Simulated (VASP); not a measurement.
Input of a VASP 6.6.1 run:

The input INCAR:

```
SYSTEM = HC18N
PREC = Accurate ; ENCUT = 520
EDIFF = 1E-6 ; ISMEAR = -1
SIGMA = 0.02 ; LREAL = Auto
LASPH = .True. ; NELM = 60
ALGO = Normal ; ISIF = 2
LWAVE = .False. ; LCHARG = .False.
GGA = PE ; NBANDS = 55
```

KPOINTS

```
regular mesh
0
Gamma
  2 2 1
  0 0 0
```

Contents of POSCAR:

```
HC18N
1.0
    7.3980000000      0.0000000000      0.0000000000
   -3.6990000000      6.4068560000      0.0000000000
    0.0000000000      0.0000000000     13.0000000000
C N H
18 1 1
Direct
    0.0037972212     -0.0005915538      0.0763633077
    0.2267748400      0.1099906101      0.0720493846
    0.0052369256      0.3310029131      0.0714072308
    0.2249641744      0.4410064781      0.0714366154
    0.0027417677      0.6619241950      0.0720504615
    0.2258571910      0.7726808594      0.0760191538
    0.3391340560     -0.0007673030      0.0760149231
    0.5564855584      0.1101346745      0.0790677692
    0.3367919710      0.3297926471      0.0717700000
    0.5601891839      0.4409098628      0.0714100769
    0.3323061125      0.6617779454      0.0790770769
    0.5558728294      0.7675518226      0.1025783846
    0.6742782170      0.0043631385      0.1025707692
    0.8983349717      0.1108226874      0.0791188462
    0.6699135855      0.3309069222      0.0714333846
    0.8929565494      0.4421215336      0.0717692308
    0.6734697327      0.6610897763      0.0791293846
    0.8903473104      0.7725051102      0.0763685385
    0.6220037317      0.8859582610      0.2013733846
    0.4938789780      0.8859563880      0.2320693846
```

Potentials or basis: VASP PAW PBE potentials, release 64 (C, N, H).

Run with:

```sh
$ cat potpaw_PBE.64/C/POTCAR potpaw_PBE.64/N/POTCAR potpaw_PBE.64/H/POTCAR > POTCAR
$ mpirun -np 1 vasp_std > vasp.out
```

Predict the band gap on the k mesh.

0.24 eV.

Predict the largest force.

0.105 eV/Å.

Forces in eV/Å, atoms in the order of the input:
```
C   -0.001 -0.009 -0.001
C    0.003 -0.002 -0.001
C   -0.009  0.005 -0.003
C    0.013  0.002 -0.002
C   -0.002  0.003  0.000
C   -0.003  0.005 -0.001
C   -0.004  0.000  0.006
C    0.011 -0.008 -0.010
C   -0.001  0.011 -0.002
C   -0.007  0.000 -0.003
C    0.009 -0.003 -0.002
C    0.009 -0.048 -0.043
C    0.012  0.047 -0.044
C   -0.009 -0.007 -0.004
C    0.002  0.004 -0.003
C   -0.002 -0.010 -0.002
C   -0.015  0.001 -0.002
C    0.007  0.008 -0.003
N   -0.028  0.001  0.101
H    0.015  0.000  0.017
```

Caveat: the k points lie up to 0.49 Å⁻¹ apart; there is no dipole correction, which matters where the two faces differ.
